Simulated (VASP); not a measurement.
# Hf in VASP: single point with PBEsol

Aim: the single point of Hf with PBEsol.

Everything below comes from runs of VASP 6.6.1. Logs are shortened: lines on timing, memory, paths and dates and some standing lists are left out, and cuts for length are marked.

**1. The cell of the first run**

The cell holds a slab with vacuum, 8 atoms: a = 3.159 Å, b = 3.159 Å, c = 33.498 Å, α = 90.00°, β = 90.00°, γ = 60.00°.

**2. Single point, PBEsol**

The input, INCAR:

```
  ALGO = Normal
  DIPOL = 0.5 0.5 0.500
  EDIFF = 1E-6
  ENCUT = 400
  GGA = PS
  GGA_COMPAT = False
  IDIPOL = 3
  ISIF = 2
  ISMEAR = 1
  LASPH = True
  LCHARG = True
  LDIPOL = True
  LELF = True
  LREAL = False
  LVACPOTAV = True
  LVHAR = True
  LWAVE = False
  NBANDS = 50
  NELM = 120
  NELMDL = -8
  PREC = Accurate
  SIGMA = 0.1
```

The input, KPOINTS:

```
k-points
0
Gamma
  12 12 1
```

The input, POSCAR:

```
Hf
1.0
    3.1590465010      0.0000000000      0.0000000000
    1.5795232500      2.7358145220      0.0000000000
    0.0000000000      0.0000000000     33.4977785550
Hf
8
Direct
    0.6666666667      0.6666666667      0.2388218069
    0.0000000000      0.0000000000      0.3134441478
    0.6666666667      0.6666666667      0.3880664887
    0.0000000000      0.0000000000      0.4626888296
    0.6666666667      0.6666666667      0.5373111704
    0.0000000000      0.0000000000      0.6119335113
    0.6666666667      0.6666666667      0.6865558522
    0.0000000000      0.0000000000      0.7611781931
```

Potentials or basis: VASP PAW PBE potentials, release 64 (Hf_pv).

On the command line:

```
> cat potpaw_PBE.64/Hf_pv/POTCAR > POTCAR
> mpirun -np 1 vasp_std > vasp.out
```

OUTCAR:

```text
EDIFF = 1E-6
   ENCUT = 400
   GGA = PS
   ISIF = 2
   ISMEAR = 1
   LASPH = True
   LREAL = False
   NELM = 120
   NELMDL = -8
   PREC = Accurate

 ion  position               nearest neighbor table
   1  0.667  0.667  0.239-   2 3.09   2 3.09   2 3.09
   2  0.000  0.000  0.313-   1 3.09   3 3.09   1 3.09   3 3.09   1 3.09   3 3.09
   3  0.667  0.667  0.388-   2 3.09   4 3.09   2 3.09   4 3.09   2 3.09   4 3.09
   4  0.000  0.000  0.463-   5 3.09   5 3.09   5 3.09   3 3.09   3 3.09   3 3.09
   5  0.667  0.667  0.537-   4 3.09   4 3.09   4 3.09   6 3.09   6 3.09   6 3.09
   6  0.000  0.000  0.612-   5 3.09   7 3.09   5 3.09   7 3.09   5 3.09   7 3.09
   7  0.667  0.667  0.687-   6 3.09   8 3.09   6 3.09   8 3.09   6 3.09   8 3.09
   8  0.000  0.000  0.761-   7 3.09   7 3.09   7 3.09

  LATTYP: Found a hexagonal cell.
 ALAT       =     3.1590465011
 C/A-ratio  =    10.6037624148

  Lattice vectors:

 A1 = (  -1.5795232500,  -2.7358145220,   0.0000000000)
 A2 = (   3.1590465010,   0.0000000000,   0.0000000000)
 A3 = (   0.0000000000,   0.0000000000,  33.4977785550)

Analysis of symmetry for initial positions (statically):
=====================================================================
 Subroutine PRICEL returns:
 Original cell was already a primitive cell.

 Routine SETGRP: Setting up the symmetry group for a
 hexagonal supercell.

 Subroutine GETGRP returns: Found 12 space group operations
 (whereof  6 operations were pure point group operations)
 out of a pool of 24 trial point group operations.

The static configuration has the point symmetry C_3v.
 The point group associated with its full space group is D_3d.

Analysis of symmetry for dynamics (positions and initial velocities):
=====================================================================
 Subroutine PRICEL returns:
 Original cell was already a primitive cell.

 Routine SETGRP: Setting up the symmetry group for a
 hexagonal supercell.

 Subroutine GETGRP returns: Found 12 space group operations
 (whereof  6 operations were pure point group operations)
 out of a pool of 24 trial point group operations.

The dynamic configuration has the point symmetry C_3v.
 The point group associated with its full space group is D_3d.

 Subroutine INISYM returns: Found 12 space group operations
 (whereof  6 operations are pure point group operations),
 and found     1 'primitive' translations

----------------------------------------------------------------------------------------

                                     Primitive cell
[... 110 lines left out ...]
   EMIN   =  10.00;   EMAX   =-10.00  energy-range for DOS
   EFERMI =   0.00;   METHOD = LEGACY
   ISMEAR =     1;   SIGMA  =   0.10  broadening in eV -4-tet -1-fermi 0-gaus
   EFERMI_NEDOS =   21; number of points for ismear=-14 and -15
   IALGO  =     38    algorithm
   IMIX   =      4    mixing-type and parameters
     AMIX     =   0.40;   BMIX     =  1.00
     AMIX_MAG =   1.60;   BMIX_MAG =  1.00
  volume/ion in A,a.u.               =      36.19       244.21
  Fermi-wavevector in a.u.,A,eV,Ry     =   1.066314  2.015042 15.470183  1.137026
  Thomas-Fermi vector in A             =   2.201895
   LORBIT       =      0    0 simple, 1 ext, 2 COOP (PROOUT), +10 PAW based schemes
   GGA     = PS    functional components
   LHFCALC =     F    Hartree Fock is set to
   AEXX    =    0.0000 exact exchange contribution
   IVDW    =     0    specifies the selected vdW correction
   LEPSILON=     F    determine dielectric tensor
   LRPA    =     F    only Hartree local field effects (RPA)
 non-spin polarized calculation
 Methfessel and Paxton  Order N= 1 SIGMA  =   0.10
  energy-cutoff  :      400.00
  volume of cell :      289.51
 maximum number of plane-waves:      5287
 NGX is ok and might be reduce to    24
   NGX = 11   NGY = 11   NGZ =109

 dipolmoment           0.000000      0.000000     -0.000000 electrons x Angstroem

 number of electron      79.9999994 magnetization

 dipolmoment           0.000000      0.000000      0.000000 electrons x Angstroem

 Free energy of the ion-electron system (eV)
  ---------------------------------------------------
  ext. energy  EPLUGINS =         0.00000000
  ---------------------------------------------------
  free energy    TOTEN  =       -81.82564895 eV

  energy without entropy =      -81.81969722  energy(sigma->0) =      -81.82366504

 E-fermi :   1.2591     XC(G=0):  -7.5318

 val. band max:        1.2543498189   @ k =   0.3333   0.0000   0.0000
 cond. band min:       1.2715370323   @ k =   0.4167   0.0833   0.0000
 fundamental gap:      0.0171872134
 Fermi energy:         1.2590663384

 k-point     1 :       0.0000    0.0000    0.0000
  band No.  band energies     occupation
      1     -29.7525      2.00000
      2     -29.7347      2.00000
      3     -29.6521      2.00000
      4     -29.4678      2.00000
      5     -29.2549      2.00000
      6     -29.1314      2.00000
[... 996 lines left out ...]
     49       1.7090     -0.00000
     50       3.3648      0.00000

------------------------ aborting loop because EDIFF is reached ----------------------------------------

  FORCE on cell =-STRESS in cart. coord.  units (eV):
  Direction    XX          YY          ZZ          XY          YZ          ZX
  --------------------------------------------------------------------------------------
  -------------------------------------------------------------------------------------
  Total       -2.9693391     -2.9693391     -3.1668579      0.0000000      0.0000000      0.0000000
  in kB      -16.4328050    -16.4328050    -17.5259064      0.0000000      0.0000000      0.0000000
  external PRESSURE =     -16.7971721 kB  Pullay stress =       0.0000000 kB

 VOLUME and BASIS-vectors are now :
 -----------------------------------------------------------------------------
  energy-cutoff  :      400.00
  volume of cell :      289.51
      direct lattice vectors                 reciprocal lattice vectors
     3.159046501  0.000000000  0.000000000     0.316551212 -0.182760928  0.000000000
     1.579523250  2.735814522  0.000000000     0.000000000  0.365521855  0.000000000
     0.000000000  0.000000000 33.497778555     0.000000000  0.000000000  0.029852726

 POSITION                                       TOTAL-FORCE (eV/Angst)
 -----------------------------------------------------------------------------------
      3.15905      1.82388      8.00000         0.000000     -0.000000      0.693920
      0.00000      0.00000     10.49968         0.000000      0.000000     -0.806335
      3.15905      1.82388     12.99937         0.000000      0.000000      0.133003
      0.00000      0.00000     15.49905        -0.000000      0.000000      0.005269
      3.15905      1.82388     17.99873         0.000000     -0.000000     -0.005269
      0.00000      0.00000     20.49841        -0.000000     -0.000000     -0.133003
      3.15905      1.82388     22.99810        -0.000000     -0.000000      0.806335
      0.00000      0.00000     25.49778        -0.000000      0.000000     -0.693920
 -----------------------------------------------------------------------------------
    total drift:                               -0.000000     -0.000000     -0.000000

  FREE ENERGIE OF THE ION-ELECTRON SYSTEM (eV)
  ---------------------------------------------------
  free  energy   TOTEN  =       -81.8256489491 eV

  energy  without entropy=      -81.8196972155  energy(sigma->0) =      -81.82366504

 vacuum level on the upper side and lower side of the slab         5.769         5.769
```

OSZICAR:

```text
N       E                     dE             d eps       ncg     rms          rms(c)
DAV:   1     0.325572102084E+03    0.32557E+03   -0.40134E+04  2436   0.118E+03
DAV:   2    -0.598705207381E+02   -0.38544E+03   -0.36967E+03  2226   0.320E+02
DAV:   3    -0.860494752901E+02   -0.26179E+02   -0.24903E+02  2624   0.545E+01
[... 13 lines left out ...]
DAV:  76    -0.818256434165E+02   -0.30833E-05   -0.30051E-07  1140   0.176E-03    0.114E-02
DAV:  77    -0.818256454993E+02   -0.20828E-05   -0.12910E-07  1098   0.140E-03    0.914E-03
DAV:  78    -0.818256468962E+02   -0.13968E-05   -0.87099E-08  1070   0.111E-03    0.734E-03
DAV:  79    -0.818256481846E+02   -0.12885E-05   -0.19075E-07  1086   0.109E-03    0.247E-03
DAV:  80    -0.818256489491E+02   -0.76443E-06   -0.72457E-08  1076   0.683E-04
   1 F= -.81825649E+02 E0= -.81823665E+02  d E =-.595173E-02
```

stdout:

```text
POSCAR found type information on POSCAR Hf
 POSCAR found :  1 types and       8 ions
 scaLAPACK will be used
 -----------------------------------------------------------------------------
|                                                                             |
[... 23 lines left out ...]
|     field-free region was found. Please increase the size of  your cell     |
|     in the dimension of the dipole correction to obtain accurate            |
|     workfunction values.                                                    |
|                                                                             |
 -----------------------------------------------------------------------------
```

Run time: 40 min. Hardware: 1 thread of Oxide Virtual Turin-like, shared host; peak memory 0.4 GiB.

Results:

```
Free energy            : -81.8256 eV
Largest force          : 0.806 eV/Å
Band gap on the k mesh : zero (bands 40 and 41 overlap by 1.50 eV)
```

Forces in eV/Å, atoms in the order of the input:
```
Hf   0.000  0.000  0.694
Hf   0.000  0.000 -0.806
Hf   0.000  0.000  0.133
Hf   0.000  0.000  0.005
Hf   0.000  0.000 -0.005
Hf   0.000  0.000 -0.133
Hf   0.000  0.000  0.806
Hf   0.000  0.000 -0.694
```

Levels at points of the mesh, in eV from the Fermi level:
```csv
k point,band 37,band 38,band 39,band 40,band 41,band 42,band 43,band 44
"(0.00, 0.00, 0.00)",0.51,0.67,0.77,1.00,1.00,1.02,1.02,1.13
"(0.50, 0.00, 0.00)",-1.12,-1.06,-0.91,0.28,0.36,0.89,1.15,1.24
```

Caveat: the PAW data sets were made with another functional, which shifts forces and pressure a little; spin-orbit coupling is left out, which moves the levels of the heavy elements.
